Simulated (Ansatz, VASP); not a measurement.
GeCl3 in VASP and in Ansatz

Contents of INCAR:

```
SYSTEM = GeCl3
ALGO     = Normal         ! electronic algorithm
EDIFF    = 1E-7           ! SCF threshold, eV
EDIFFG   = -0.04          ! ionic threshold
ENCUT    = 600            ! plane-wave cutoff, eV
GGA      = PE             ! functional
IBRION   = 2              ! ionic algorithm
ISIF     = 3              ! what is computed and relaxed
ISMEAR   = 0              ! smearing method
LASPH    = .True.         ! aspherical terms in the spheres
LCHARG   = .False.        ! write CHGCAR
LREAL    = .False.        ! projectors in reciprocal space
LWAVE    = .False.        ! write WAVECAR
NELM     = 100            ! most SCF steps
NSW      = 90             ! ionic steps
PREC     = Accurate       ! precision mode
SIGMA    = 0.1            ! smearing width, eV
```

File KPOINTS:

```
k-points
0
Gamma
  4 4 4
  0 0 0
```

Contents of POSCAR:

```
GeCl3
1.0
   -2.9186462600      2.9186462600      3.2166647600
    2.9186462600     -2.9186462600      3.2166647600
    2.9186462600      2.9186462600     -3.2166647600
Ge Cl
1 3
Direct
    0.5000000000      0.5000000000      0.0000000000
    0.7500000000      0.2500000000      0.5000000000
    0.2500000000      0.7500000000      0.5000000000
    0.0000000000      0.0000000000      0.0000000000
```

Input for Ansatz:

```yaml
crystal:
  lattice:
    - [-2.91864626, 2.91864626, 3.21666476]
    - [2.91864626, -2.91864626, 3.21666476]
    - [2.91864626, 2.91864626, -3.21666476]
  atoms:
    - { symbol: Ge, position: [0.5, 0.5, 0.0] }
    - { symbol: Cl, position: [0.75, 0.25, 0.5] }
    - { symbol: Cl, position: [0.25, 0.75, 0.5] }
    - { symbol: Cl, position: [0.0, 0.0, 0.0] }
basis:
  ecutwfc: 420
kpoints:
  mp_grid: { grid: [4, 4, 4] }
hamiltonian:
  xc: pbe
scf:
  occupations: { method: gaussian, width: 0.1 }
  lower_state_search: "off"
output:
  forces: true
  stress: true
  eigenvalues: true
relax:
  adjacent_minimum: "off"
  f_tol: 0.04
  max_steps: 70
  cell: { stress_tol: 0.4 }
```

Alike in both runs: task relaxation of cell and atoms; functional PBE; k mesh 4 × 4 × 4; occupations gaussian, width 0.1 eV; no spin polarisation.

|  | VASP | Ansatz |
| --- | --- | --- |
| version | VASP 6.6.1 | Ansatz 0.2.0 |
| potentials or method | VASP PAW PBE potentials, release 64 (Ge_d, Cl), cutoff 600 eV | scalar-relativistic, plane waves, PAW |
| valence electrons in the cell | 35 | 35 |

|  | VASP | Ansatz | Ansatz less VASP |
| --- | --- | --- | --- |
| gap on the k mesh at the Fermi level, each at its own relaxed structure (eV) | none | none | - |
| relaxed volume (Å³/atom) | 24.69 | 24.97 | +0.271 |
| relaxed length of the cell vector where the two differ most in proportion (Å) | 5.078 | 5.099 | +0.0216 |

A gap of «none» marks a metal or a gap that the smearing closes.

The k mesh is coarse, so the values compare programs but aren't converged.
